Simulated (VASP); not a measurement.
## HoHgF4: relaxation of cell and atoms with PBE

The system is HoHgF4.

```
CELL_PARAMETERS angstrom
4.04816 -4.27109 0.00000
4.04816 4.27109 0.00000
0.00000 0.00000 3.47765
ATOMIC_POSITIONS crystal
Ho 0.00000 0.00000 0.00000
Hg 0.50000 0.50000 0.50000
F 0.73577 0.73577 0.00000
F 0.84253 0.15747 0.50000
F 0.15747 0.84253 0.50000
F 0.26423 0.26423 0.00000
```

The cell was generated, and may not be a known phase.

| Property | Result |
| --- | --- |
| Program | VASP 6.6.1 |
| Task | relaxation of cell and atoms |
| Functional | PBE |
| Potentials or basis | VASP PAW PBE potentials, release 64 (Ho_3, Hg, F), 4f in core |
| Cutoff | 600 eV |
| k mesh | 6 × 6 × 12 |
| Occupations | gaussian, width 0.1 eV |
| Spin | no spin polarisation |
| Dipole correction | no |
| Further INCAR settings | ALGO = Normal; EDIFF = 1e-07; IBRION = 2; EDIFFG = -0.01; NSW = 100; ISIF = 3 |

* Relaxed volume: 20.23 Å³/atom
* Relaxed cell: a = 5.900 Å, b = 5.900 Å, c = 3.492 Å, α = 90.00°, β = 90.00°, γ = 93.06°
* Space group after relaxing (to 0.1 Å): Cmmm (No. 65)
* Energy gained by relaxing: 0.7 meV/atom
* Ionic steps: 6
* Pressure after relaxing: 0.0 GPa
* Largest force after relaxing: 0.010 eV/Å
* Band gap on the k mesh: zero (an odd number of electrons rules out a gap without spin polarisation)

Forces on the atoms (eV/Å):
```
Ho   0.000  0.000  0.000
Hg   0.000  0.000  0.000
F   -0.010  0.000  0.000
F    0.000 -0.003  0.000
F    0.000  0.003  0.000
F    0.010  0.000  0.000
```

Step by step:
```csv
step,energy change (eV),largest force (eV/Å),pressure (GPa),volume (Å³)
1,0.0000,0.1407,0.79,120.26
2,-0.0029,0.0682,-0.40,122.00
3,-0.0041,0.0089,0.00,121.39
4,-0.0041,0.0110,-0.03,121.41
5,-0.0041,0.0111,-0.02,121.41
6,-0.0041,0.0096,-0.01,121.38
```

Final structure:
```
CELL_PARAMETERS angstrom
4.05910 -4.28172 0.00000
4.05910 4.28172 0.00000
0.00000 0.00000 3.49184
ATOMIC_POSITIONS crystal
Ho 0.00000 0.00000 0.00000
Hg 0.50000 0.50000 0.50000
F 0.73522 0.73522 0.00000
F 0.84197 0.15803 0.50000
F 0.15803 0.84197 0.50000
F 0.26478 0.26478 0.00000
```

Levels at points of the mesh, in eV from the Fermi level:
| k point | band 22 | band 23 | band 24 | band 25 | band 26 | band 27 | band 28 | band 29 |
| --- | --- | --- | --- | --- | --- | --- | --- | --- |
| (0.00, 0.00, 0.00) | -3.43 | -3.21 | -2.95 | -1.03 | 4.24 | 5.18 | 5.72 | 6.08 |
| (0.50, 0.00, 0.00) | -3.35 | -3.31 | -2.80 | -0.34 | 3.68 | 4.74 | 5.53 | 6.13 |
| (0.50, 0.50, 0.00) | -3.47 | -3.18 | -2.95 | -0.78 | 4.50 | 4.55 | 5.11 | 5.87 |
| (0.00, 0.00, 0.50) | -3.65 | -3.22 | -2.70 | 0.94 | 3.98 | 5.17 | 5.31 | 5.91 |
| (0.50, 0.00, 0.50) | -3.47 | -3.47 | -3.37 | 0.86 | 4.71 | 5.17 | 5.34 | 5.41 |
| (0.50, 0.50, 0.50) | -3.52 | -3.30 | -2.70 | 0.92 | 4.48 | 5.23 | 5.29 | 5.84 |

It took 16 min on 1 thread of AMD EPYC 9R14 (Zen 4), on a shared host, peak memory 0.48 GiB.

Caveat: spin-orbit coupling is left out, which moves the levels of the heavy elements; the 4f electrons are frozen in the core, so they carry no moment and show no levels; an odd number of electrons without spin polarisation forces a metal; a magnetic or distorted state may lie lower; the run has no spin polarisation, though such a crystal can be magnetic. Spin polarisation is off, so any magnetic state and its effect on volume and gap are missing.
